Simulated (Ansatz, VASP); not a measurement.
Two plane-wave programs on HgTe

INCAR

```
PREC = Accurate ; ENCUT = 520
EDIFF = 1E-7 ; ISMEAR = 0
SIGMA = 0.05 ; LREAL = False
LASPH = True ; NELM = 100
ALGO = Normal ; ISIF = 2
LWAVE = False ; LCHARG = True
GGA = PE ; LELF = True
LVHAR = True ; NBANDS = 16
```

Contents of KPOINTS:

```
Automatic mesh
0
Gamma
  6 6 6
```

POSCAR

```
HgTe
1.0
    0.0000000000      3.2145000000      3.2466450000
    3.2145000000      0.0000000000      3.2466450000
    3.2145000000      3.2145000000      0.0000000000
Hg Te
1 1
Direct
    0.0000000000      0.0000000000      0.0000000000
    0.2500000000      0.2500000000      0.2500000000
```

Input for Ansatz:

```yaml
crystal:
  lattice:
    - [0.0, 3.2145, 3.246645]
    - [3.2145, 0.0, 3.246645]
    - [3.2145, 3.2145, 0.0]
  atoms:
    - { symbol: Hg, position: [0.0, 0.0, 0.0] }
    - { symbol: Te, position: [0.25, 0.25, 0.25] }
basis:
  ecutwfc: 520.0
kpoints:
  mp_grid:
    grid: [6, 6, 6]
hamiltonian:
  xc: pbe
  pseudopotentials:
    kind: paw
scf:
  occupations:
    method: gaussian
    width: 0.05
output:
  stress: true
```

Alike in both runs: task single point; functional PBE; k mesh 6 × 6 × 6; occupations gaussian, width 0.05 eV; no spin polarisation.

|  | VASP | Ansatz |
| --- | --- | --- |
| version | VASP 6.6.1 | Ansatz 0.2.0 |
| potentials or method | VASP PAW PBE potentials, release 64 (Hg, Te), cutoff 520 eV | plane waves, PAW |
| valence electrons in the cell | 18 | 36 |

VASP gave:

| Quantity | Value |
| --- | --- |
| pressure (GPa) | 4.1 |
| traceless stress, the component that is largest in VASP (GPa) | -0.07 |

Task: Which values does Ansatz return?

Result: Pressure (GPa): 4.0; traceless stress, the component that is largest in VASP (GPa): -0.07.

VASP's potentials hold 18 valence electrons a cell and Ansatz's 36, so a difference there can come from the potentials and not from the codes.

Neither program's run includes spin-orbit coupling.
